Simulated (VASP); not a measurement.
Set up this calculation in VASP 6.6.1, as the native input.

```
Task                   : single point
Functional             : r2SCAN
Potentials or basis    : VASP PAW PBE potentials, release 64 (Au)
Cutoff                 : 520 eV
k mesh                 : 20 × 20 × 20
Occupations            : gaussian, width 0.15 eV
Spin                   : no spin polarisation
Dipole correction      : no
Further INCAR settings : ALGO = Normal; EDIFF = 1e-06; NBANDS = 12
```

Crystal: Au.

```xyz
1
Lattice="0.0000 2.0966 2.1478 2.0966 0.0000 2.1478 2.0966 2.0966 0.0000" Properties=species:S:1:pos:R:3 pbc="T T T"
Au    0.0000    0.0000    0.0000
```

This cell differs from its parent crystal: strain +0.025 along x and y, +0.050 along z.

These files were run (other wordings do the same):

POSCAR

```
Au
1.0
    0.0000000000      2.0966375000      2.1477750000
    2.0966375000      0.0000000000      2.1477750000
    2.0966375000      2.0966375000      0.0000000000
Au
1
Direct
    0.0000000000      0.0000000000      0.0000000000
```

INCAR.step1

```
PREC = Accurate
ENCUT = 520
ISMEAR = 0
SIGMA = 0.15
LREAL = F
LASPH = T
NELM = 80
NBANDS = 12
GGA = PE
ALGO = Normal
EDIFF = 1E-4
LWAVE = T
LCHARG = F
```

INCAR.step2

```
PREC = Accurate
ENCUT = 520
EDIFF = 1E-6
ISMEAR = 0
SIGMA = 0.15
LREAL = F
LASPH = T
NELM = 80
ALGO = Normal
ISIF = 2
LWAVE = F
LCHARG = F
METAGGA = R2SCAN
LMIXTAU = T
NBANDS = 12
ISTART = 1
```

KPOINTS

```
regular mesh
0
Gamma
  20 20 20
```

Potentials or basis: VASP PAW PBE potentials, release 64 (Au).

Run with:

```sh
$ cat potpaw_PBE.64/Au/POTCAR > POTCAR
$ cp INCAR.step1 INCAR
$ mpirun -np 1 vasp_std > vasp.out
$ cp INCAR.step2 INCAR
$ mpirun -np 1 vasp_std > vasp.out
```

Results of the run:

The pressure is -9.0 GPa. The band gap on the k mesh is zero (an odd number of electrons rules out a gap without spin polarisation).

Caveat: the cell differs from its parent crystal (strain +0.025 along x and y, +0.050 along z); the cell stands under tension; the PAW data sets were made with another functional, which shifts forces and pressure a little; spin-orbit coupling is left out, which moves the levels of the heavy elements.

Run time: 2.3 min on 1 thread of Intel(R) Xeon(R) 6975P-C (Granite Rapids), with other jobs on the host, peak memory 0.26 GiB.
